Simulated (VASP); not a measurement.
## Sb: single point with LDA

The system is Sb.

```xyz
2
Lattice="3.6136 0.0000 0.0000 -1.8068 3.1294 0.0000 0.0000 0.0000 5.8926" Properties=species:S:1:pos:R:3 pbc="T T T"
Sb    1.8068    1.0431    4.4194
Sb    0.0000    2.0863    1.4731
```

This cell differs from its parent crystal: volume scaled by 1.25.

```
Program                : VASP 6.6.1
Task                   : single point
Functional             : LDA
Potentials or basis    : VASP PAW LDA potentials, release 64 (Sb)
Cutoff                 : 520 eV
k mesh                 : 9 × 9 × 5
Occupations            : fermi-dirac, width 0.02 eV
Spin                   : no spin polarisation
Dipole correction      : no
Further INCAR settings : ALGO = Normal; EDIFF = 1e-07; NBANDS = 12
```

The pressure is -10.4 GPa and the band gap on the k mesh is zero (band 5 reaches 8.83 eV, above the bottom of band 6 at 3.81 eV).

Stress tensor (GPa, compression positive):
```
-10.37   0.00   0.00
  0.00 -10.37   0.00
  0.00   0.00 -10.51
```

Levels at points of the mesh, in eV from the Fermi level:
| k point | band 3 | band 4 | band 5 | band 6 | band 7 | band 8 |
| --- | --- | --- | --- | --- | --- | --- |
| (0.00, 0.00, 0.00) | -4.45 | 2.69 | 2.69 | 3.87 | 3.87 | 3.98 |

Wall time 26 s on 1 thread of Intel Xeon 8259CL (shared host), peak memory 0.16 GiB.

Caveat: spin-orbit coupling is left out, which moves the levels of the heavy elements.
